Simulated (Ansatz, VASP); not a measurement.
## Two plane-wave programs on Ge

```xyz
2
Lattice="0.0000 2.8806 2.8806 2.8806 0.0000 2.8806 2.8806 2.8806 0.0000" Properties=species:S:1:pos:R:3 pbc="T T T"
Ge    0.0000    0.0000    0.0000
Ge    1.4403    1.4403    1.4403
```

Alike in both runs: task relaxation of cell and atoms; functional PBE; k mesh 12 × 12 × 12; occupations gaussian, width 0.1 eV; no spin polarisation.

|  | VASP | Ansatz |
| --- | --- | --- |
| version | VASP 6.6.1 | Ansatz 0.2.0 |
| potentials or method | VASP PAW PBE potentials, release 64 (Ge_d), cutoff 600 eV | scalar-relativistic, plane waves, PAW |
| valence electrons in the cell | 28 | 28 |

|  | VASP | Ansatz | Ansatz less VASP |
| --- | --- | --- | --- |
| gap on the k mesh at the Fermi level, each at its own relaxed structure (eV) | none | none | - |
| relaxed volume (Å³/atom) | 23.90 | 23.90 | 0.000 |
| relaxed cell length with the largest relative difference (Å) | 4.074 | 4.074 | 0.0000 |

A gap of «none» marks a metal or a gap that the smearing closes.

Noted on VASP's run: the relaxation stopped at its first step, so nothing moved.
